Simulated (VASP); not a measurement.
Set up this calculation in VASP 6.6.1, as the native input.

- Task: single point
- Functional: PBE
- Potentials or basis: VASP PAW PBE potentials, release 64 (Cd, S)
- Cutoff: 520 eV
- k mesh: 4 × 4 × 6
- Occupations: gaussian, width 0.02 eV
- Spin: no spin polarisation
- Dipole correction: no
- Further INCAR settings: ALGO = Normal; EDIFF = 1e-06; NBANDS = 46

The structure of CdS lies in POSCAR:

```
CdS
1.0
    7.2080003000      0.0000000000      0.0000000000
    0.0000000000      7.2080003000      0.0000000000
    0.0000000000      0.0000000000      4.2120102000
Cd S
4 4
Direct
    0.6786770000      0.6786770000      0.0000000000
    0.1786770000      0.8213230000      0.5000000000
    0.8213230000      0.1786770000      0.5000000000
    0.3213230000      0.3213230000      0.0000000000
    0.8175000000      0.8175000000      0.5000000000
    0.1825000000      0.1825000000      0.5000000000
    0.6825000000      0.3175000000      0.0000000000
    0.3175000000      0.6825000000      0.0000000000
```

The cell was generated, and may not be a known phase.

The input as run:

INCAR

```
  ALGO = Normal
  EDIFF = 1E-6
  ENCUT = 520
  GGA = PE
  ISIF = 2
  ISMEAR = 0
  LASPH = True
  LCHARG = False
  LREAL = False
  LWAVE = False
  NBANDS = 46
  NELM = 80
  PREC = Accurate
  SIGMA = 0.02
```

KPOINTS

```
k-points
0
Gamma
  4 4 6
```

Potentials or basis: VASP PAW PBE potentials, release 64 (Cd, S).

Run with:

```sh
$ cat potpaw_PBE.64/Cd/POTCAR potpaw_PBE.64/S/POTCAR > POTCAR
$ mpirun -np 1 vasp_std > vasp.out
```

Results of the run:

The pressure is 0.3 GPa. The band gap on the k mesh is 1.21 eV.

It took 6.4 min on 1 thread of Oxide Virtual Turin-like Processor (shared host), peak memory 0.36 GiB.
